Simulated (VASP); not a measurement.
Input of a VASP 6.6.1 run:

Contents of INCAR:

```
PREC = Accurate
ENCUT = 600
EDIFF = 1E-6
ISMEAR = 0
SIGMA = 0.1
LREAL = False
LASPH = True
NELM = 200
ALGO = Normal
ISIF = 2
LWAVE = False
LCHARG = False
ISPIN = 2
MAGMOM = 2.74 0 0
LORBIT = 11
LMAXMIX = 4
GGA = PS
NBANDS = 24
GGA_COMPAT = False
```

File KPOINTS:

```
Automatic mesh
0
Gamma
  3 3 3
```

The input POSCAR:

```
MnO2
1.0
    1.4284348394      0.8247072390      4.5839315268
   -1.4284348394      0.8247072390      4.5839315268
    0.0000000000     -1.6494144781      4.5839315268
Mn O
1 2
Direct
    0.0000000000      0.0000000000      0.0000000000
    0.2647807071      0.2647807071      0.2647807071
    0.7352192929      0.7352192929      0.7352192929
```

Potentials or basis: VASP PAW PBE potentials, release 64 (Mn_pv, O).

Launch:

```sh
$ cat potpaw_PBE.64/Mn_pv/POTCAR potpaw_PBE.64/O/POTCAR > POTCAR
$ mpirun -np 1 vasp_std > vasp.out
```

Predict the band gap on the k mesh.

0.82 eV.

Estimate the pressure.

0.0 GPa.

Estimate the net moment.

3.00 μB per cell.

Stress tensor (GPa, compression positive):
```
-0.56  0.00  0.00
 0.00 -0.56  0.00
 0.00  0.00  1.09
```

Caveat: the k points lie up to 0.86 Å⁻¹ apart; the PAW data sets were made with another functional, which shifts forces and pressure a little; an odd mesh through Γ misses points on the zone boundary, where band edges can lie; a cell with one magnetic atom can't hold antiferromagnetic order, which such compounds often take.
